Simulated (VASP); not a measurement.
Write the native input for VASP 6.6.1 that does the following.

- Task: single point
- Functional: PBE
- Potentials or basis: VASP PAW PBE potentials, release 64 (C, O)
- Cutoff: 520 eV
- k mesh: 7 × 3 × 1
- Occupations: gaussian, width 0.1 eV
- Spin: no spin polarisation
- Dipole correction: yes
- Further INCAR settings: ALGO = Normal; EDIFF = 1e-07; NBANDS = 34

The structure of C10O lies in POSCAR:

```
C10O
1.0
    4.2718357708      0.0000000000      0.0000000000
   -2.1359178854      8.6110540238      0.0000000000
    0.0000000000      0.0000000000     20.2788004813
C O
10 1
Direct
    0.1564123854      0.9794914374      0.1972503257
    0.8230790520      0.9794914374      0.1972503257
    0.6461581040      0.9589828748      0.2574344554
    0.3128247708      0.9589828748      0.2574344554
    0.1338042252      0.9383827949      0.3175270426
    0.8045778963      0.9383825959      0.3175270455
    0.6222260098      0.9176685708      0.3778997975
    0.2954418906      0.9176685766      0.3778997213
    0.0947392957      0.8987953138      0.4329048587
    0.8040522437      0.8987946148      0.4329053136
    0.3447392957      1.6487953138      0.3781298076
```

One way to write it, as run:

INCAR

```
SYSTEM = C10O
PREC = Accurate ; ENCUT = 520
EDIFF = 1E-7 ; ISMEAR = 0
SIGMA = 0.1 ; LREAL = .FALSE.
LASPH = .TRUE. ; NELM = 80
ALGO = Normal ; ISIF = 2
LWAVE = .FALSE. ; LCHARG = .FALSE.
LDIPOL = .TRUE. ; IDIPOL = 3
DIPOL = 0.5 0.5 0.322 ; GGA = PE
NBANDS = 34
```

KPOINTS

```
Automatic mesh
0
G
  7 3 1
  0 0 0
```

Potentials or basis: VASP PAW PBE potentials, release 64 (C, O).

The run is started by

```console
$ cat potpaw_PBE.64/C/POTCAR potpaw_PBE.64/O/POTCAR > POTCAR
$ mpirun -np 1 vasp_std > vasp.out
```

It gave:

The largest force is 6.966 eV/Å and the band gap on the k mesh is 0.01 eV (least direct gap 0.16 eV).

It took 8.6 min on 1 thread of Intel(R) Xeon(R) 6975P-C (Granite Rapids), on a shared host, peak memory 0.79 GiB.
